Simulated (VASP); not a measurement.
Here is a VASP 6.6.1 calculation.

The input INCAR:

```
SYSTEM = TaN
PREC = Accurate ; ENCUT = 520
EDIFF = 1E-6 ; ISMEAR = 0
SIGMA = 0.15 ; LREAL = .False.
LASPH = .True. ; NELM = 60
ALGO = Normal ; ISIF = 2
LWAVE = .False. ; LCHARG = .False.
GGA = PS ; NBANDS = 15
```

The input KPOINTS:

```
regular mesh
0
Gamma
  21 21 18
  0 0 0
```

File POSCAR:

```
TaN
1.0
    2.9038371359      0.0000000000      0.0000000000
   -1.4519185679      2.5147967281      0.0000000000
    0.0000000000      0.0000000000      2.7943624758
Ta N
1 1
Direct
    0.3333333333      0.6666666667      0.5000000000
    0.0000000000      0.0000000000      0.0000000000
```

Potentials or basis: VASP PAW PBE potentials, release 64 (Ta_pv, N).

Run with:

```bash
$ cat potpaw_PBE.64/Ta_pv/POTCAR potpaw_PBE.64/N/POTCAR > POTCAR
$ mpirun -np 1 vasp_std > vasp.out
```

**Question.** Predict the pressure.

**Answer.** 18.0 GPa.

**Question.** What does it give for the band gap on the k mesh?

**Answer.** Zero (band 8 reaches 8.97 eV, above the bottom of band 9 at 8.58 eV).

Stress tensor (GPa, compression positive):
```
12.52  0.00  0.00
 0.00 12.52  0.00
 0.00  0.00 29.06
```

Caveat: the PAW data sets were made with another functional, which shifts forces and pressure a little; spin-orbit coupling is left out, which moves the levels of the heavy elements.
